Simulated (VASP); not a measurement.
# Ir (Fm-3m) in VASP: further runs, part 2 of 2

VASP 6.6.1.

**5. Single point, r2SCAN, non-collinear spin, zero start, spin-orbit coupling**

POSCAR reads:

```
Ir
1.0
    0.0000000000      1.9156000000      1.9156000000
    1.9156000000      0.0000000000      1.9156000000
    1.9156000000      1.9156000000      0.0000000000
Ir
1
Direct
    0.0000000000      0.0000000000      0.0000000000
```

INCAR.step1 reads:

```
SYSTEM = Ir
PREC = Accurate
ENCUT = 520
ISMEAR = -1
SIGMA = 0.05
LREAL = .FALSE.
LASPH = .TRUE.
NELM = 150
LNONCOLLINEAR = .TRUE.
MAGMOM = 0 0 0
LSORBIT = .TRUE.
GGA_COMPAT = .FALSE.
LMAXMIX = 4
NBANDS = 20
GGA = PE
ALGO = Normal
EDIFF = 1E-4
LWAVE = .TRUE.
LCHARG = .FALSE.
```

INCAR.step2 reads:

```
SYSTEM = Ir
PREC = Accurate
ENCUT = 520
EDIFF = 1E-7
ISMEAR = -1
SIGMA = 0.05
LREAL = .FALSE.
LASPH = .TRUE.
NELM = 150
ALGO = Normal
ISIF = 2
LWAVE = .FALSE.
LCHARG = .FALSE.
LNONCOLLINEAR = .TRUE.
MAGMOM = 0 0 0
LORBIT = 11
LSORBIT = .TRUE.
GGA_COMPAT = .FALSE.
LORBMOM = .TRUE.
LMAXMIX = 4
METAGGA = R2SCAN
LMIXTAU = .TRUE.
NBANDS = 20
ISTART = 1
```

KPOINTS reads:

```
regular mesh
0
G
  9 9 9
  0 0 0
```

Potentials or basis: VASP PAW PBE potentials, release 64 (Ir).

The run is started by

```console
> cat potpaw_PBE.64/Ir/POTCAR > POTCAR
> cp INCAR.step1 INCAR
> mpirun -np 1 vasp_ncl > vasp.out
> cp INCAR.step2 INCAR
> mpirun -np 1 vasp_ncl > vasp.out
```

OUTCAR:

```text
SYSTEM = Ir
   PREC = Accurate
   ENCUT = 520
   EDIFF = 1E-7
   ISMEAR = -1
   LREAL = .FALSE.
   LASPH = .TRUE.
   NELM = 150
   ISIF = 2
   LNONCOLLINEAR = .TRUE.
   LORBIT = 11
   LSORBIT = .TRUE.
   METAGGA = R2SCAN
   ISTART = 1

 ion  position               nearest neighbor table
   1  0.000  0.000  0.000-

  LATTYP: Found a face centered cubic cell.
 ALAT       =     3.8312000000

  Lattice vectors:

 A1 = (   0.0000000000,   1.9156000000,   1.9156000000)
 A2 = (   1.9156000000,   0.0000000000,   1.9156000000)
 A3 = (   1.9156000000,   1.9156000000,   0.0000000000)

Analysis of symmetry for initial positions (statically):
[... 5 lines left out ...]
 face centered cubic supercell.

 Subroutine GETGRP returns: Found 48 space group operations
 (whereof 48 operations were pure point group operations)
 out of a pool of 48 trial point group operations.

The static configuration has the point symmetry O_h .

Analysis of symmetry for dynamics (positions and initial velocities):
[... 5 lines left out ...]
 face centered cubic supercell.

 Subroutine GETGRP returns: Found 48 space group operations
 (whereof 48 operations were pure point group operations)
 out of a pool of 48 trial point group operations.

The dynamic configuration has the point symmetry O_h .

Analysis of structural, dynamic, and magnetic symmetry:
=====================================================================
 Subroutine PRICEL returns:
 Original cell was already a primitive cell.

 Routine SETGRP: Setting up the symmetry group for a
 face centered cubic supercell.

[... 741 lines left out ...]

 orbital moment (x)

 # of ion     p       d       tot
 ----------------------------------------
  1         0.000   0.000   0.000
 ----------------------------------------
            0.000   0.000   0.000

 orbital moment (y)

 # of ion     p       d       tot
 ----------------------------------------
  1         0.000   0.000   0.000
 ----------------------------------------
            0.000   0.000   0.000

 orbital moment (z)

 # of ion     p       d       tot
 ----------------------------------------
  1         0.000  -0.000  -0.000
 ----------------------------------------
            0.000  -0.000  -0.000

 Spin-Orbit-Coupling matrix elements

 Ion:    1  E_soc:     -0.7685603
 l=   1
     0.0000000    -0.0373411    -0.0373411
    -0.0373411     0.0000000    -0.0373411
    -0.0373411    -0.0373411     0.0000000
 l=   2
     0.0000000    -0.0144157     0.0000000    -0.0144157    -0.0763366
    -0.0144157     0.0000000    -0.0572525    -0.0144157    -0.0190842
     0.0000000    -0.0572525     0.0000000    -0.0572525     0.0000000
    -0.0144157    -0.0144157    -0.0572525     0.0000000    -0.0190842
    -0.0763366    -0.0190842     0.0000000    -0.0190842     0.0000000
 l=   3
     0.0000000     0.0000000     0.0000000     0.0000000     0.0000000     0.0000000     0.0000000
     0.0000000     0.0000000     0.0000000     0.0000000     0.0000000     0.0000000     0.0000000
     0.0000000     0.0000000     0.0000000     0.0000000     0.0000000     0.0000000     0.0000000
     0.0000000     0.0000000     0.0000000     0.0000000     0.0000000     0.0000000     0.0000000
     0.0000000     0.0000000     0.0000000     0.0000000     0.0000000     0.0000000     0.0000000
     0.0000000     0.0000000     0.0000000     0.0000000     0.0000000     0.0000000     0.0000000
     0.0000000     0.0000000     0.0000000     0.0000000     0.0000000     0.0000000     0.0000000

 total charge

# of ion       s       p       d       tot
------------------------------------------
    1        0.681   0.765   6.972   8.418

 magnetization (x)

# of ion       s       p       d       tot
------------------------------------------
    1       -0.000   0.000  -0.000  -0.000

 magnetization (y)

# of ion       s       p       d       tot
------------------------------------------
    1       -0.000  -0.000   0.000   0.000

 magnetization (z)

# of ion       s       p       d       tot
------------------------------------------
    1        0.000   0.000   0.000   0.000
```

Run time: 4 min. Hardware: 1 thread of Intel Xeon 6975P-C, shared host; peak memory 0.19 GiB.

Results:

```yaml
Free_energy: -52.7671 eV
Pressure: 7.2 GPa
Net_moment: 0.00 μB per cell
Valence_electrons_inside_the_program's_atomic_spheres: Ir 8.42
```

Moments on the atoms (μB; x, y, z):
```
Ir  0.00 0.00 0.00
```

Caveat: the PAW data sets were made with another functional, which shifts forces and pressure a little.

**6. The runs side by side**

| task | level | spin | cell | k mesh | cutoff (eV) | gap on the mesh (eV) | pressure (GPa) | relaxed volume (Å³/atom) |
| --- | --- | --- | --- | --- | --- | --- | --- | --- |
| relaxation of cell and atoms | PBEsol+D4 | off | relaxed | 12 × 12 × 12 | 600 | none | 0.1 | 13.88 |
| relaxation of cell and atoms | RPBE+D3(BJ) | off | relaxed | 12 × 12 × 12 | 600 | none | 0.1 | 12.99 |
| relaxation of cell and atoms | RPBE+D4 | off | relaxed | 12 × 12 × 12 | 600 | none | 0.0 | 13.97 |
| single point | r2SCAN | non-collinear, zero start, SOC | as given | 9 × 9 × 9 | 520 | - | 7.2 | - |

Alike in all rows: potentials or basis VASP PAW PBE potentials, release 64 (Ir); smearing fermi-dirac 0.05 eV.

Caveats: the PAW data sets were made with another functional, which shifts forces and pressure a little; spin-orbit coupling is left out, which moves the levels of the heavy elements (some runs); pairwise dispersion overbinds metals, which lowers pressure and volume (some runs).

Total energies depend on the potentials used, so only differences within one code and one set of settings carry meaning.
